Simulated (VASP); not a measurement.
Wanted: the native input for a VASP 6.6.1 run.

* Task: single point
* Functional: r2SCAN
* Potentials or basis: VASP PAW PBE potentials, release 64 (Ba_sv, As, Mg, F)
* Cutoff: 520 eV
* k mesh: 6 × 6 × 4
* Occupations: gaussian, width 0.02 eV
* Spin: no spin polarisation
* Dipole correction: no
* Further INCAR settings: ALGO = Normal; EDIFF = 1e-07; NBANDS = 34

The system is BaMgAsF.

```
CELL_PARAMETERS angstrom
4.39698 0.00000 0.00000
0.00000 4.39698 0.00000
0.00000 0.00000 9.60987
ATOMIC_POSITIONS crystal
Ba 0.50000 0.00000 0.15407
Ba 0.00000 0.50000 0.84593
As 0.50000 0.00000 0.65984
As 0.00000 0.50000 0.34016
Mg 0.50000 0.50000 0.50000
Mg 0.00000 0.00000 0.50000
F 0.50000 0.50000 0.00000
F 0.00000 0.00000 0.00000
```

One way to write it, as run:

POSCAR

```
BaMgAsF
1.0
    4.3969847815      0.0000000000      0.0000000000
    0.0000000000      4.3969847815      0.0000000000
    0.0000000000      0.0000000000      9.6098734514
Ba As Mg F
2 2 2 2
Direct
    0.5000000000      0.0000000000      0.1540683807
    0.0000000000      0.5000000000      0.8459316193
    0.5000000000      0.0000000000      0.6598422217
    0.0000000000      0.5000000000      0.3401577783
    0.5000000000      0.5000000000      0.5000000000
    0.0000000000      0.0000000000      0.5000000000
    0.5000000000      0.5000000000      0.0000000000
    0.0000000000      0.0000000000      0.0000000000
```

INCAR.step1

```
SYSTEM = BaMgAsF
ALGO     = Normal         ! electronic algorithm
EDIFF    = 1E-4           ! SCF threshold, eV
ENCUT    = 520            ! plane-wave cutoff, eV
GGA      = PE             ! functional
ISMEAR   = 0              ! smearing method
LASPH    = .TRUE.         ! aspherical terms in the spheres
LCHARG   = .FALSE.        ! write CHGCAR
LREAL    = .FALSE.        ! projectors in reciprocal space
LWAVE    = .TRUE.         ! write WAVECAR
NBANDS   = 34             ! bands
NELM     = 60             ! most SCF steps
PREC     = Accurate       ! precision mode
SIGMA    = 0.02           ! smearing width, eV
```

INCAR.step2

```
SYSTEM = BaMgAsF
ALGO     = Normal         ! electronic algorithm
EDIFF    = 1E-7           ! SCF threshold, eV
ENCUT    = 520            ! plane-wave cutoff, eV
ISIF     = 2              ! what is computed and relaxed
ISMEAR   = 0              ! smearing method
ISTART   = 1            
LASPH    = .TRUE.         ! aspherical terms in the spheres
LCHARG   = .FALSE.        ! write CHGCAR
LMIXTAU  = .TRUE.       
LREAL    = .FALSE.        ! projectors in reciprocal space
LWAVE    = .FALSE.        ! write WAVECAR
METAGGA  = R2SCAN         ! meta-GGA
NBANDS   = 34             ! bands
NELM     = 60             ! most SCF steps
PREC     = Accurate       ! precision mode
SIGMA    = 0.02           ! smearing width, eV
```

KPOINTS

```
k-points
0
G
  6 6 4
  0 0 0
```

Potentials or basis: VASP PAW PBE potentials, release 64 (Ba_sv, As, Mg, F).

Run with:

```bash
$ cat potpaw_PBE.64/Ba_sv/POTCAR potpaw_PBE.64/As/POTCAR potpaw_PBE.64/Mg/POTCAR potpaw_PBE.64/F/POTCAR > POTCAR
$ cp INCAR.step1 INCAR
$ mpirun -np 1 vasp_std > vasp.out
$ cp INCAR.step2 INCAR
$ mpirun -np 1 vasp_std > vasp.out
```

It gave:

- Pressure: 0.4 GPa
- Largest force: 0.123 eV/Å
- Band gap on the k mesh: 1.93 eV

Caveat: the PAW data sets were made with another functional, which shifts forces and pressure a little; spin-orbit coupling is left out, which moves the levels of the heavy elements.

Wall time 9.6 min on 1 thread of Intel(R) Xeon(R) Platinum 8488C (Sapphire Rapids), with other jobs on the host, peak memory 0.46 GiB.
